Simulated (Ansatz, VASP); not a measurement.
## One calculation of Mo, two programs

```
Mo
1.0
    -1.56473    1.56473    1.56473
     1.56473   -1.56473    1.56473
     1.56473    1.56473   -1.56473
Mo
1
Direct
  0.00000 0.00000 0.00000
```

Alike in both runs: functional PBEsol; k mesh 24 × 24 × 24; no spin polarisation.

Ansatz relaxed the structure, and its values are those at the end. VASP's run is a single point on that final structure, the one shown.

|  | VASP | Ansatz |
| --- | --- | --- |
| version | VASP 6.6.1 | Ansatz 0.2.0 |
| potentials or method | VASP PAW PBE potentials, release 64 (Mo_sv) | plane-wave PAW, scalar-relativistic |
| plane-wave cutoff (eV) | 520 | 420 |
| occupations | methfessel-paxton of order 1, width 0.1 eV | cold, width 0.1 eV |
| valence electrons in the cell | 14 | 14 |

Ansatz gave:

| Property | Result |
| --- | --- |
| pressure (GPa) | 0.0 |

Q: Estimate VASP's values.

A: Pressure (GPa): 0.6.

VASP's potentials were made for PBE, not for PBEsol.
